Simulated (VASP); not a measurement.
# Pt (Cmce) in VASP: a series of runs, part 2 of 2

VASP 6.6.1. Earlier steps stand in the parts before.

## (3) Single point, PBEsol

This run uses another cell than the first one, of 16.54 Å³/atom, 0.993 times its volume.

Input file INCAR:

```
PREC = Accurate ; ENCUT = 520
EDIFF = 1E-6 ; ISMEAR = 0
SIGMA = 0.1 ; LREAL = F
LASPH = T ; NELM = 80
ALGO = Normal ; ISIF = 2
LWAVE = F ; LCHARG = F
GGA = PS ; NBANDS = 28
```

Input file KPOINTS:

```
Automatic mesh
0
Gamma
  6 6 4
```

Input file POSCAR:

```
Pt
1.0
    1.5794096832     -5.0102119859      0.0000000000
    1.5794096832      5.0102119859      0.0000000000
    0.0000000000      0.0000000000      4.1799482854
Pt
4
Direct
    0.0980000000      0.9020000000      0.9100000000
    0.5980000000      0.4020000000      0.5900000000
    0.9020000000      0.0980000000      0.0900000000
    0.4020000000      0.5980000000      0.4100000000
```

Potentials or basis: VASP PAW PBE potentials, release 64 (Pt).

Run with:

```
cat potpaw_PBE.64/Pt/POTCAR > POTCAR
mpirun -np 1 vasp_std > vasp.out
```

OUTCAR:

```text
PREC = Accurate
   ENCUT = 520
   EDIFF = 1E-6
   ISMEAR = 0
   LREAL = F
   LASPH = T
   NELM = 80
   ISIF = 2
   GGA = PS

 ion  position               nearest neighbor table
   1  0.098  0.902  0.910-   2 2.07   2 2.07   3 2.10   2 3.25   2 3.25   4 3.27   4 3.27   4 3.27
                             4 3.27
   2  0.598  0.402  0.590-   1 2.07   1 2.07   4 2.10   1 3.25   1 3.25   3 3.27   3 3.27   3 3.27
                             3 3.27
   3  0.902  0.098  0.090-   4 2.07   4 2.07   1 2.10   4 3.25   4 3.25   2 3.27   2 3.27   2 3.27
                             2 3.27
   4  0.402  0.598  0.410-   3 2.07   3 2.07   2 2.10   3 3.25   3 3.25   1 3.27   1 3.27   1 3.27
                             1 3.27

  LATTYP: Found a base centered orthorhombic cell.
 ALAT       =     3.1588193664
 B/A-ratio  =     3.1722054380
 C/A-ratio  =     1.3232628399

  Lattice vectors:

 A1 = (   1.5794096832,  -5.0102119859,   0.0000000000)
 A2 = (   1.5794096832,   5.0102119859,   0.0000000000)
 A3 = (   0.0000000000,   0.0000000000,   4.1799482854)

Analysis of symmetry for initial positions (statically):
=====================================================================
 Subroutine PRICEL returns:
 Original cell was already a primitive cell.

 Routine SETGRP: Setting up the symmetry group for a
 base centered orthorhombic supercell.

 Subroutine GETGRP returns: Found  8 space group operations
 (whereof  4 operations were pure point group operations)
 out of a pool of  8 trial point group operations.

The static configuration has the point symmetry C_2h.
 The point group associated with its full space group is D_2h.

Analysis of symmetry for dynamics (positions and initial velocities):
=====================================================================
 Subroutine PRICEL returns:
 Original cell was already a primitive cell.

 Routine SETGRP: Setting up the symmetry group for a
 base centered orthorhombic supercell.

 Subroutine GETGRP returns: Found  8 space group operations
 (whereof  4 operations were pure point group operations)
 out of a pool of  8 trial point group operations.

The dynamic configuration has the point symmetry C_2h.
 The point group associated with its full space group is D_2h.

 Subroutine INISYM returns: Found  8 space group operations
 (whereof  4 operations are pure point group operations),
 and found     1 'primitive' translations

----------------------------------------------------------------------------------------

                                     Primitive cell

  volume of cell :      66.1533

  direct lattice vectors                    reciprocal lattice vectors
     1.579409683 -5.010211986  0.000000000     0.316573974 -0.099796177  0.000000000
     1.579409683  5.010211986  0.000000000     0.316573974  0.099796177  0.000000000
     0.000000000  0.000000000  4.179948285     0.000000000  0.000000000  0.239237410

  length of vectors
     5.253261757  5.253261757  4.179948285     0.331931255  0.331931255  0.239237410

  position of ions in fractional coordinates (direct lattice)
     0.098000000  0.902000000  0.910000000
     0.598000000  0.402000000  0.590000000
     0.902000000  0.098000000  0.090000000
     0.402000000  0.598000000  0.410000000

  ion indices of the primitive-cell ions
   primitive index   ion index
                 1           1
                 2           2
                 3           3
                 4           4
[... 20 lines left out ...]
     0.000000000  0.000000000  0.000000000

 Subroutine IBZKPT returns following result:
 ===========================================

 Found     39 irreducible k-points:

 Following reciprocal coordinates:
            Coordinates               Weight
  0.000000  0.000000  0.000000      1.000000
  0.166667  0.000000  0.000000      4.000000
  0.333333  0.000000  0.000000      4.000000
  0.500000  0.000000  0.000000      2.000000
  0.166667  0.166667  0.000000      2.000000
  0.333333  0.166667  0.000000      4.000000
[... 16 lines left out ...]
  0.333333  0.333333  0.250000      4.000000
  0.500000  0.333333  0.250000      8.000000
 [... further k-points ...]
   k-points           NKPTS =     39   k-points in BZ     NKDIM =     39   number of bands    NBANDS=     28
   number of dos      NEDOS =    301   number of ions     NIONS =      4
   total plane-waves  NPLWV =  51200
   dimension x,y,z NGX =    40 NGY =   40 NGZ =   32
   dimension x,y,z NGXF=    80 NGYF=   80 NGZF=   64
   ions per type =               4
   NGX,Y,Z   is equivalent  to a cutoff of  12.66, 12.66, 12.73 a.u.
   NGXF,Y,Z  is equivalent  to a cutoff of  25.32, 25.32, 25.45 a.u.
 SYSTEM =  unknown system
   PREC   = accura    normal or accurate (medium, high low for compatibility)
   ISTART =      0    job   : 0-new  1-cont  2-samecut
   ICHARG =      2    charge: 1-file 2-atom 10-const
   ISPIN  =      1    spin polarized calculation?
   LNONCOLLINEAR =      F non collinear calculations
   LSORBIT =      F    spin-orbit coupling
   LASPH  =      T    aspherical Exc in radial PAW
   ENCUT  =  520.0 eV  38.22 Ry    6.18 a.u.   9.77  9.77  7.77*2*pi/ulx,y,z
   NELM   =     80;   NELMIN=  2; NELMDL= -5     # of ELM steps
   EDIFF  = 0.1E-05   stopping-criterion for ELM
   LREAL  =      F    real-space projection
   EDIFFG = 0.1E-04   stopping-criterion for IOM
   NSW    =      0    number of steps for IOM
   IBRION =     -1    ionic relax: 0-MD 1-quasi-New 2-CG
   NFREE  =      0    steps in history (QN), initial steepest desc. (CG)
   ISIF   =      2    stress and relaxation
   ISYM   =      2    0-nonsym 1-usesym 2-fastsym
   POTIM  = 0.5000    time-step for ionic-motion
   TEBEG  =    0.0;   TEEND  =   0.0 temperature during run
   PSTRESS=    0.0 pullay stress
   NELECT =      40.0000    total number of electrons
   NUPDOWN=      -1.0000    fix difference up-down
   EMIN   =  10.00;   EMAX   =-10.00  energy-range for DOS
   EFERMI =   0.00;   METHOD = LEGACY
   ISMEAR =     0;   SIGMA  =   0.10  broadening in eV -4-tet -1-fermi 0-gaus
   EFERMI_NEDOS =   21; number of points for ismear=-14 and -15
   IALGO  =     38    algorithm
   IMIX   =      4    mixing-type and parameters
     AMIX     =   0.40;   BMIX     =  1.00
     AMIX_MAG =   1.60;   BMIX_MAG =  1.00
  volume/ion in A,a.u.               =      16.54       111.61
  Fermi-wavevector in a.u.,A,eV,Ry     =   1.384345  2.616032 26.074343  1.916410
  Thomas-Fermi vector in A             =   2.508858
   LORBIT       =      0    0 simple, 1 ext, 2 COOP (PROOUT), +10 PAW based schemes
   GGA     = PS    functional components
   LHFCALC =     F    Hartree Fock is set to
   AEXX    =    0.0000 exact exchange contribution
   IVDW    =     0    specifies the selected vdW correction
   LEPSILON=     F    determine dielectric tensor
   LRPA    =     F    only Hartree local field effects (RPA)
 non-spin polarized calculation
 Gauss-broadening in eV      SIGMA  =   0.10
  energy-cutoff  :      520.00
  volume of cell :       66.15
 maximum number of plane-waves:      1806
   NGX = 19   NGY = 19   NGZ = 15

 number of electron      39.9999999 magnetization

 Free energy of the ion-electron system (eV)
  ---------------------------------------------------
  ext. energy  EPLUGINS =         0.00000000
  ---------------------------------------------------
  free energy    TOTEN  =       -10.61409435 eV

  energy without entropy =      -10.59320622  energy(sigma->0) =      -10.60365028

 E-fermi :  10.6514     XC(G=0): -12.6693

 val. band max:       10.6489559722   @ k =   0.3333   0.3333   0.0000
 cond. band min:      10.6629588513   @ k =   0.5000   0.1667   0.0000
 fundamental gap:      0.0140028791
 Fermi energy:        10.6513810604

 k-point     1 :       0.0000    0.0000    0.0000
  band No.  band energies     occupation
      1       0.0234      2.00000
      2       0.9511      2.00000
      3       1.4468      2.00000
      4       1.7147      2.00000
      5       1.9013      2.00000
      6       1.9237      2.00000
[... 733 lines left out ...]
     27      20.8026      0.00000
     28      21.7378      0.00000

 [... further k-points ...]
[... 5 lines left out ...]
  --------------------------------------------------------------------------------------
  -------------------------------------------------------------------------------------
  Total       70.4357811     40.5561429     52.1315941      0.0000000      0.0000000      0.0000000
  in kB     1705.8942881    982.2350441   1262.5825576      0.0000000      0.0000000      0.0000000
  external PRESSURE =    1316.9039633 kB  Pullay stress =       0.0000000 kB

 VOLUME and BASIS-vectors are now :
 -----------------------------------------------------------------------------
  energy-cutoff  :      520.00
  volume of cell :       66.15
      direct lattice vectors                 reciprocal lattice vectors
     1.579409683 -5.010211986  0.000000000     0.316573974 -0.099796177  0.000000000
     1.579409683  5.010211986  0.000000000     0.316573974  0.099796177  0.000000000
     0.000000000  0.000000000  4.179948285     0.000000000  0.000000000  0.239237410

 POSITION                                       TOTAL-FORCE (eV/Angst)
 -----------------------------------------------------------------------------------
      1.57941      4.02821      3.80375         0.000000    -11.710856     14.112646
      1.57941     -0.98200      2.46617         0.000000    -11.710856    -14.112646
      1.57941     -4.02821      0.37620         0.000000     11.710856    -14.112646
      1.57941      0.98200      1.71378         0.000000     11.710856     14.112646
 -----------------------------------------------------------------------------------
    total drift:                                0.000000      0.000000      0.000000

  FREE ENERGIE OF THE ION-ELECTRON SYSTEM (eV)
  ---------------------------------------------------
  free  energy   TOTEN  =       -10.6140943517 eV

  energy  without entropy=      -10.5932062163  energy(sigma->0) =      -10.60365028
```

stdout:

```text
POSCAR found type information on POSCAR Pt
 POSCAR found :  1 types and       4 ions
 scaLAPACK will be used
 -----------------------------------------------------------------------------
|                                                                             |
|                                                                             |
|     You enforced a specific xc type in the INCAR file but a different       |
|     I HOPE YOU KNOW WHAT YOU ARE DOING!                                     |
|                                                                             |
 -----------------------------------------------------------------------------

 LDA part: xc-table for (Slater+PW92), standard interpolation
 POSCAR, INCAR and KPOINTS ok, starting setup
 FFT: planning ... GRIDC
 FFT: planning ... GRID_SOFT
 FFT: planning ... GRID
 WAVECAR not read
 entering main loop
```

Run time: 61 s. Hardware: 1 thread of Intel Xeon Platinum 8259CL at 2.50GHz (Skylake/Cascade Lake), shared host; peak memory 0.23 GiB.

Results:

```yaml
Free_energy: -10.6141 eV
Pressure: 131.7 GPa
Largest_force: 18.339 eV/Å
Band_gap_on_the_k_mesh: zero (band 20 reaches 11.53 eV, above the bottom of band 21 at 10.19 eV)
```

Forces on the atoms (eV/Å):
```
Pt    0.000 -11.711  14.113
Pt    0.000 -11.711 -14.113
Pt    0.000  11.711 -14.113
Pt    0.000  11.711  14.113
```

Levels at points of the mesh, in eV from the Fermi level:
| k point | band 18 | band 19 | band 20 | band 21 | band 22 | band 23 |
| --- | --- | --- | --- | --- | --- | --- |
| (0.00, 0.00, 0.00) | -0.47 | -0.41 | 0.68 | 1.12 | 1.22 | 1.60 |
| (0.50, 0.00, 0.00) | -1.14 | -0.56 | -0.56 | -0.46 | -0.46 | 2.82 |
| (0.50, 0.50, 0.00) | -0.50 | -0.09 | 0.88 | 0.93 | 1.59 | 5.24 |
| (0.00, 0.00, 0.50) | -1.55 | -0.13 | -0.13 | -0.09 | -0.09 | 2.45 |
| (0.50, 0.00, 0.50) | -1.06 | -0.40 | -0.40 | 0.71 | 0.71 | 2.63 |
| (0.50, 0.50, 0.50) | -1.20 | -0.30 | -0.30 | -0.21 | -0.21 | 0.24 |

Caveat: the k points lie up to 0.38 Å⁻¹ apart; the PAW data sets were made with another functional, which shifts forces and pressure a little; spin-orbit coupling is left out, which moves the levels of the heavy elements.

## (4) Single point, PBEsol

This run uses another cell than the first one, of 16.54 Å³/atom, 0.993 times its volume.

Input file INCAR:

```
PREC = Accurate ; ENCUT = 500
EDIFF = 1E-6 ; ISMEAR = 0
SIGMA = 0.1 ; LREAL = F
LASPH = T ; NELM = 120
ALGO = Normal ; ISIF = 2
LWAVE = F ; LCHARG = F
GGA = PS ; NBANDS = 44
GGA_COMPAT = F
```

KPOINTS is that of step 3.

POSCAR is that of step 3.

Potentials or basis: VASP PAW PBE potentials, release 64 (Pt_sv_GW).

Run with:

```
cat potpaw_PBE.64/Pt_sv_GW/POTCAR > POTCAR
mpirun -np 1 vasp_std > vasp.out
```

Wall time 66 s (1 thread of Intel Xeon 6975P-C (Granite Rapids), shared host); peak memory 0.25 GiB.

Results (log left out):

```
Free energy            : -9.9091 eV
Pressure               : 139.1 GPa
Largest force          : 19.792 eV/Å
Band gap on the k mesh : zero (band 36 reaches 11.02 eV, above the bottom of band 37 at 9.65 eV)
```

Forces in eV/Å, atoms in the order of the input:
```
Pt    0.000 -12.442  15.393
Pt    0.000 -12.442 -15.393
Pt    0.000  12.442 -15.393
Pt    0.000  12.442  15.393
```

Stress tensor (GPa, compression positive):
```
180.90   0.00   0.00
  0.00 102.33   0.00
  0.00   0.00 134.13
```

Levels at points of the mesh, in eV from the Fermi level:
| k point | band 34 | band 35 | band 36 | band 37 | band 38 | band 39 |
| --- | --- | --- | --- | --- | --- | --- |
| (0.00, 0.00, 0.00) | -0.50 | -0.44 | 0.70 | 1.16 | 1.20 | 1.64 |
| (0.50, 0.00, 0.00) | -1.17 | -0.57 | -0.57 | -0.45 | -0.45 | 2.80 |
| (0.50, 0.50, 0.00) | -0.53 | -0.11 | 0.91 | 0.98 | 1.63 | 5.22 |
| (0.00, 0.00, 0.50) | -1.58 | -0.16 | -0.16 | -0.04 | -0.04 | 2.43 |
| (0.50, 0.00, 0.50) | -1.07 | -0.44 | -0.44 | 0.73 | 0.73 | 2.63 |
| (0.50, 0.50, 0.50) | -1.23 | -0.25 | -0.25 | -0.24 | -0.24 | 0.20 |

Caveat: the k points lie up to 0.38 Å⁻¹ apart; the PAW data sets were made with another functional, which shifts forces and pressure a little; spin-orbit coupling is left out, which moves the levels of the heavy elements.

## (5) Overview

| potentials or basis | cell | cutoff (eV) | second run | gap on the mesh (eV) | pressure (GPa) | largest force (eV/Å) |
| --- | --- | --- | --- | --- | --- | --- |
| VASP PAW PBE potentials, release 64 (Pt) | a = 4.214, b = 4.214, c = 4.288 Å, angles 90.0, 90.0, 118.9°, 4 atoms | 520 | - | none | 24.1 | 2.28 |
| VASP PAW PBE potentials, release 64 (Pt) | a = 5.253, b = 5.253, c = 4.180 Å, angles 90.0, 90.0, 145.0°, 4 atoms | 520 | - | none | 131.7 | 18.34 |
| VASP PAW PBE potentials, release 64 (Pt_sv_GW) | a = 5.253, b = 5.253, c = 4.180 Å, angles 90.0, 90.0, 145.0°, 4 atoms | 500 | valence_matched | none | 139.1 | 19.79 |

Alike in all rows: task single point; level PBEsol; no spin polarisation; k mesh 6 × 6 × 4; smearing gaussian 0.1 eV.

Caveats: all runs use coarse meshes; the PAW data sets were made with another functional, which shifts forces and pressure a little; spin-orbit coupling is left out, which moves the levels of the heavy elements.

Total energies depend on the potentials used, so only differences within one code and one set of settings carry meaning.
